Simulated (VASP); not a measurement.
# WC (Fm-3m) in VASP: notebook

WC is run at these levels: r2SCAN; tasks: single point.

Everything below comes from runs of VASP 6.6.1. Logs are shortened: lines on timing, memory, paths and dates and some standing lists are left out, and cuts for length are marked.

## (1) The cell of the first run

It takes space group Fm-3m (No. 225, cubic). The conventional cell has a = 4.385 Å, b = 4.385 Å, c = 4.385 Å, α = 90.00°, β = 90.00°, γ = 90.00°. W (site symmetry m-3m) has 6 C at 2.19 Å within 2.9 Å. C (site symmetry m-3m) has 6 W at 2.19 Å within 2.9 Å.

## (2) Single point, r2SCAN

The input, POSCAR:

```
WC
1.0
    0.0000000000      2.1926840000      2.1926840000
    2.1926840000      0.0000000000      2.1926840000
    2.1926840000      2.1926840000      0.0000000000
W C
1 1
Direct
    0.0000000000      0.0000000000      0.0000000000
    0.5000000000      0.5000000000      0.5000000000
```

The input, INCAR.step1:

```
PREC = Accurate
ENCUT = 520
ISMEAR = 0
SIGMA = 0.15
LREAL = False
LASPH = True
NELM = 100
NBANDS = 16
GGA = PE
ALGO = Normal
EDIFF = 1E-4
LWAVE = True
LCHARG = False
```

The input, INCAR.step2:

```
PREC = Accurate
ENCUT = 520
EDIFF = 1E-7
ISMEAR = 0
SIGMA = 0.15
LREAL = False
LASPH = True
NELM = 100
ALGO = Normal
ISIF = 2
LWAVE = False
LCHARG = False
METAGGA = R2SCAN
LMIXTAU = True
NBANDS = 16
ISTART = 1
```

The input, KPOINTS:

```
Automatic mesh
0
Gamma
  18 18 18
```

Potentials or basis: VASP PAW PBE potentials, release 64 (W_sv, C).

The run is started by

```console
cat potpaw_PBE.64/W_sv/POTCAR potpaw_PBE.64/C/POTCAR > POTCAR
cp INCAR.step1 INCAR
mpirun -np 1 vasp_std > vasp.out
cp INCAR.step2 INCAR
mpirun -np 1 vasp_std > vasp.out
```

OUTCAR:

```text
PREC = Accurate
   ENCUT = 520
   EDIFF = 1E-7
   ISMEAR = 0
   LREAL = False
   LASPH = True
   NELM = 100
   ISIF = 2
   METAGGA = R2SCAN
   ISTART = 1

 ion  position               nearest neighbor table
   1  0.000  0.000  0.000-   2 2.19   2 2.19   2 2.19   2 2.19   2 2.19   2 2.19
   2  0.500  0.500  0.500-   1 2.19   1 2.19   1 2.19   1 2.19   1 2.19   1 2.19

  LATTYP: Found a face centered cubic cell.
 ALAT       =     4.3853680000

  Lattice vectors:

 A1 = (   0.0000000000,   2.1926840000,   2.1926840000)
 A2 = (   2.1926840000,   0.0000000000,   2.1926840000)
 A3 = (   2.1926840000,   2.1926840000,   0.0000000000)

Analysis of symmetry for initial positions (statically):
=====================================================================
 Subroutine PRICEL returns:
 Original cell was already a primitive cell.

 Routine SETGRP: Setting up the symmetry group for a
 face centered cubic supercell.

 Subroutine GETGRP returns: Found 48 space group operations
 (whereof 48 operations were pure point group operations)
 out of a pool of 48 trial point group operations.

The static configuration has the point symmetry O_h .

Analysis of symmetry for dynamics (positions and initial velocities):
=====================================================================
 Subroutine PRICEL returns:
 Original cell was already a primitive cell.

 Routine SETGRP: Setting up the symmetry group for a
 face centered cubic supercell.

 Subroutine GETGRP returns: Found 48 space group operations
 (whereof 48 operations were pure point group operations)
 out of a pool of 48 trial point group operations.

The dynamic configuration has the point symmetry O_h .

 Subroutine INISYM returns: Found 48 space group operations
 (whereof 48 operations are pure point group operations),
 and found     1 'primitive' translations

----------------------------------------------------------------------------------------

                                     Primitive cell

  volume of cell :      21.0842

  direct lattice vectors                    reciprocal lattice vectors
     0.000000000  2.192684000  2.192684000    -0.228031034  0.228031034  0.228031034
     2.192684000  0.000000000  2.192684000     0.228031034 -0.228031034  0.228031034
     2.192684000  2.192684000  0.000000000     0.228031034  0.228031034 -0.228031034

  length of vectors
     3.100923451  3.100923451  3.100923451     0.394961337  0.394961337  0.394961337
[... 74 lines left out ...]
   ICHARG =      0    charge: 1-file 2-atom 10-const
   ISPIN  =      1    spin polarized calculation?
   LNONCOLLINEAR =      F non collinear calculations
   LSORBIT =      F    spin-orbit coupling
   LASPH  =      T    aspherical Exc in radial PAW
   ENCUT  =  520.0 eV  38.22 Ry    6.18 a.u.   5.77  5.77  5.77*2*pi/ulx,y,z
   NELM   =    100;   NELMIN=  2; NELMDL=  0     # of ELM steps
   EDIFF  = 0.1E-06   stopping-criterion for ELM
   LREAL  =      F    real-space projection
   EDIFFG = 0.1E-05   stopping-criterion for IOM
   NSW    =      0    number of steps for IOM
   IBRION =     -1    ionic relax: 0-MD 1-quasi-New 2-CG
   NFREE  =      0    steps in history (QN), initial steepest desc. (CG)
   ISIF   =      2    stress and relaxation
   ISYM   =      2    0-nonsym 1-usesym 2-fastsym
   POTIM  = 0.5000    time-step for ionic-motion
   TEBEG  =    0.0;   TEEND  =   0.0 temperature during run
   PSTRESS=    0.0 pullay stress
   NELECT =      18.0000    total number of electrons
   NUPDOWN=      -1.0000    fix difference up-down
   EMIN   =  10.00;   EMAX   =-10.00  energy-range for DOS
   EFERMI =   0.00;   METHOD = LEGACY
   ISMEAR =     0;   SIGMA  =   0.15  broadening in eV -4-tet -1-fermi 0-gaus
   EFERMI_NEDOS =   21; number of points for ismear=-14 and -15
   IALGO  =     38    algorithm
   IMIX   =      4    mixing-type and parameters
     AMIX     =   0.40;   BMIX     =  1.00
     AMIX_MAG =   1.60;   BMIX_MAG =  1.00
  volume/ion in A,a.u.               =      10.54        71.14
  Fermi-wavevector in a.u.,A,eV,Ry     =   1.553029  2.934800 32.815887  2.411900
  Thomas-Fermi vector in A             =   2.657319
   LORBIT       =      0    0 simple, 1 ext, 2 COOP (PROOUT), +10 PAW based schemes
   METAGGA = R2SCAN    functional components
   LHFCALC =     F    Hartree Fock is set to
   AEXX    =    0.0000 exact exchange contribution
   IVDW    =     0    specifies the selected vdW correction
   LEPSILON=     F    determine dielectric tensor
   LRPA    =     F    only Hartree local field effects (RPA)
 non-spin polarized calculation
 Gauss-broadening in eV      SIGMA  =   0.15
  energy-cutoff  :      520.00
  volume of cell :       21.08
 maximum number of plane-waves:       588
   NGX = 11   NGY = 11   NGZ = 11

 number of electron      18.0000001 magnetization

 Free energy of the ion-electron system (eV)
  ---------------------------------------------------
  ext. energy  EPLUGINS =         0.00000000
  ---------------------------------------------------
  free energy    TOTEN  =       -60.62959838 eV

  energy without entropy =      -60.62110021  energy(sigma->0) =      -60.62534930

 E-fermi :  12.3984     XC(G=0): -14.8515

 val. band max:       12.3703654959   @ k =  -0.3333   0.4444   0.2222
 cond. band min:      12.4026449036   @ k =   0.2778   0.2778   0.0000
 fundamental gap:      0.0322794077
 Fermi energy:        12.3983714251

 k-point     1 :       0.0000    0.0000    0.0000
  band No.  band energies     occupation
      1     -65.0568      2.00000
      2     -28.3915      2.00000
      3     -28.3915      2.00000
      4     -28.3915      2.00000
      5      -4.3058      2.00000
      6       9.5632      2.00000
[... 433 lines left out ...]
      3     -28.4455      2.00000
      4     -28.4155      2.00000
      5      -2.6960      2.00000
      6       5.9553      2.00000
[... 8 lines left out ...]
     15      25.4669      0.00000
     16      29.1031      0.00000

 [... further k-points ...]
[... 5 lines left out ...]
  --------------------------------------------------------------------------------------
  -------------------------------------------------------------------------------------
  Total       -0.4816730     -0.4816730     -0.4816730      0.0000000     -0.0000000      0.0000000
  in kB      -36.6019963    -36.6019963    -36.6019963      0.0000000     -0.0000000      0.0000000
  external PRESSURE =     -36.6019963 kB  Pullay stress =       0.0000000 kB

 VOLUME and BASIS-vectors are now :
 -----------------------------------------------------------------------------
  energy-cutoff  :      520.00
  volume of cell :       21.08
      direct lattice vectors                 reciprocal lattice vectors
     0.000000000  2.192684000  2.192684000    -0.228031034  0.228031034  0.228031034
     2.192684000  0.000000000  2.192684000     0.228031034 -0.228031034  0.228031034
     2.192684000  2.192684000  0.000000000     0.228031034  0.228031034 -0.228031034

 POSITION                                       TOTAL-FORCE (eV/Angst)
 -----------------------------------------------------------------------------------
      0.00000      0.00000      0.00000        -0.000000     -0.000000      0.000000
      2.19268      2.19268      2.19268         0.000000      0.000000     -0.000000
 -----------------------------------------------------------------------------------
    total drift:                                0.000000     -0.000000     -0.000000

  FREE ENERGIE OF THE ION-ELECTRON SYSTEM (eV)
  ---------------------------------------------------
  free  energy   TOTEN  =       -60.6295983821 eV

  energy  without entropy=      -60.6211002102  energy(sigma->0) =      -60.62534930
```

OUTCAR.step1:

```text
PREC = Accurate
   ENCUT = 520
   ISMEAR = 0
   LREAL = False
   LASPH = True
[... 677 lines left out ...]
      0.00000      0.00000      0.00000         0.000000     -0.000000      0.000000
      2.19268      2.19268      2.19268         0.000000      0.000000      0.000000
 -----------------------------------------------------------------------------------
    total drift:                                0.000000     -0.000000     -0.000000

  FREE ENERGIE OF THE ION-ELECTRON SYSTEM (eV)
  ---------------------------------------------------
  free  energy   TOTEN  =       -21.5622865921 eV

  energy  without entropy=      -21.5535833602  energy(sigma->0) =      -21.55793498
```

Run time: 2.5 min. Hardware: 1 thread of Intel Xeon 6975P-C, shared host; peak memory 0.2 GiB.

What came out:

```yaml
Free_energy: -60.6296 eV
Pressure: -3.7 GPa
Band_gap_on_the_k_mesh: zero (band 9 reaches 13.50 eV, above the bottom of band 10 at 10.21 eV)
```

Levels at points of the mesh, in eV from the Fermi level:
| k point | band 6 | band 7 | band 8 | band 9 | band 10 | band 11 | band 12 | band 13 |
| --- | --- | --- | --- | --- | --- | --- | --- | --- |
| (0.00, 0.00, 0.00) | -2.84 | -2.84 | -2.84 | -1.15 | -1.15 | -1.15 | -1.02 | -1.02 |
| (0.50, 0.00, 0.00) | -10.19 | -6.93 | -6.93 | 1.10 | 1.10 | 2.50 | 5.37 | 9.18 |
| (0.50, 0.50, 0.00) | -5.90 | -5.88 | -2.70 | -2.70 | 0.86 | 2.35 | 2.35 | 5.72 |

Caveat: the PAW data sets were made with another functional, which shifts forces and pressure a little; spin-orbit coupling is left out, which moves the levels of the heavy elements.

## (3) Single point, r2SCAN

POSCAR is that of step 2.

The input, INCAR.step1:

```
PREC = Accurate
ENCUT = 520
ISMEAR = 0
SIGMA = 0.15
LREAL = F
LASPH = T
NELM = 100
NBANDS = 16
GGA = PE
ALGO = Normal
EDIFF = 1E-4
LWAVE = T
LCHARG = F
```

The input, INCAR.step2:

```
PREC = Accurate
ENCUT = 520
EDIFF = 1E-6
ISMEAR = 0
SIGMA = 0.15
LREAL = F
LASPH = T
NELM = 100
ALGO = Normal
ISIF = 2
LWAVE = F
LCHARG = F
METAGGA = R2SCAN
LMIXTAU = T
NBANDS = 16
ISTART = 1
```

The input, KPOINTS:

```
regular mesh
0
Gamma
  20 20 20
```

Potentials or basis: VASP PAW PBE potentials, release 64 (W_sv, C).

The run is started by

```console
cat potpaw_PBE.64/W_sv/POTCAR potpaw_PBE.64/C/POTCAR > POTCAR
cp INCAR.step1 INCAR
mpirun -np 1 vasp_std > vasp.out
cp INCAR.step2 INCAR
mpirun -np 1 vasp_std > vasp.out
```

OUTCAR:

```text
PREC = Accurate
   ENCUT = 520
   EDIFF = 1E-6
   ISMEAR = 0
   LREAL = F
   LASPH = T
   NELM = 100
   ISIF = 2
   METAGGA = R2SCAN
   ISTART = 1

 ion  position               nearest neighbor table
   1  0.000  0.000  0.000-   2 2.19   2 2.19   2 2.19   2 2.19   2 2.19   2 2.19
   2  0.500  0.500  0.500-   1 2.19   1 2.19   1 2.19   1 2.19   1 2.19   1 2.19

  LATTYP: Found a face centered cubic cell.
 ALAT       =     4.3853680000

  Lattice vectors:
[... 191 lines left out ...]
      4     -28.3914      2.00000
      5      -4.3057      2.00000
      6       9.5635      2.00000
[... 433 lines left out ...]
      3     -28.4656      2.00000
      4     -28.4431      2.00000
      5      -1.0652      2.00000
      6       3.7809      2.00000
[... 8 lines left out ...]
     15      26.4018      0.00000
     16      26.4410      0.00000

 [... further k-points ...]
[... 5 lines left out ...]
  --------------------------------------------------------------------------------------
  -------------------------------------------------------------------------------------
  Total       -0.4720356     -0.4720356     -0.4720356      0.0000000     -0.0000000      0.0000000
  in kB      -35.8696523    -35.8696523    -35.8696523      0.0000000     -0.0000000      0.0000000
  external PRESSURE =     -35.8696523 kB  Pullay stress =       0.0000000 kB

 VOLUME and BASIS-vectors are now :
 -----------------------------------------------------------------------------
  energy-cutoff  :      520.00
  volume of cell :       21.08
      direct lattice vectors                 reciprocal lattice vectors
     0.000000000  2.192684000  2.192684000    -0.228031034  0.228031034  0.228031034
     2.192684000  0.000000000  2.192684000     0.228031034 -0.228031034  0.228031034
     2.192684000  2.192684000  0.000000000     0.228031034  0.228031034 -0.228031034

 POSITION                                       TOTAL-FORCE (eV/Angst)
 -----------------------------------------------------------------------------------
      0.00000      0.00000      0.00000         0.000000      0.000000     -0.000000
      2.19268      2.19268      2.19268         0.000000      0.000000      0.000000
 -----------------------------------------------------------------------------------
    total drift:                                0.000000     -0.000000     -0.000000

  FREE ENERGIE OF THE ION-ELECTRON SYSTEM (eV)
  ---------------------------------------------------
  free  energy   TOTEN  =       -60.6262516636 eV

  energy  without entropy=      -60.6142975531  energy(sigma->0) =      -60.62027461
```

OUTCAR.step1:

```text
PREC = Accurate
   ENCUT = 520
   ISMEAR = 0
   LREAL = F
   LASPH = T
[... 676 lines left out ...]
 -----------------------------------------------------------------------------------
      0.00000      0.00000      0.00000         0.000000      0.000000      0.000000
      2.19268      2.19268      2.19268         0.000000      0.000000      0.000000
 -----------------------------------------------------------------------------------
    total drift:                                0.000000     -0.000000     -0.000000

  FREE ENERGIE OF THE ION-ELECTRON SYSTEM (eV)
  ---------------------------------------------------
  free  energy   TOTEN  =       -21.5594770130 eV

  energy  without entropy=      -21.5474724310  energy(sigma->0) =      -21.55347472
```

Wall time 2.9 min (1 thread of Intel Xeon 6975P-C, shared host); peak memory 0.22 GiB.

Results:

| Property | Result |
| --- | --- |
| Free energy | -60.6263 eV |
| Pressure | -3.6 GPa |
| Band gap on the k mesh | zero (band 9 reaches 13.50 eV, above the bottom of band 10 at 10.18 eV) |

Levels at points of the mesh, in eV from the Fermi level:
| k point | band 6 | band 7 | band 8 | band 9 | band 10 | band 11 | band 12 | band 13 |
| --- | --- | --- | --- | --- | --- | --- | --- | --- |
| (0.00, 0.00, 0.00) | -2.83 | -2.83 | -2.83 | -1.15 | -1.15 | -1.15 | -1.02 | -1.02 |
| (0.50, 0.00, 0.00) | -10.19 | -6.93 | -6.93 | 1.10 | 1.10 | 2.50 | 5.37 | 9.18 |
| (0.50, 0.50, 0.00) | -5.90 | -5.88 | -2.70 | -2.70 | 0.86 | 2.35 | 2.35 | 5.72 |

Caveat: the PAW data sets were made with another functional, which shifts forces and pressure a little; spin-orbit coupling is left out, which moves the levels of the heavy elements.
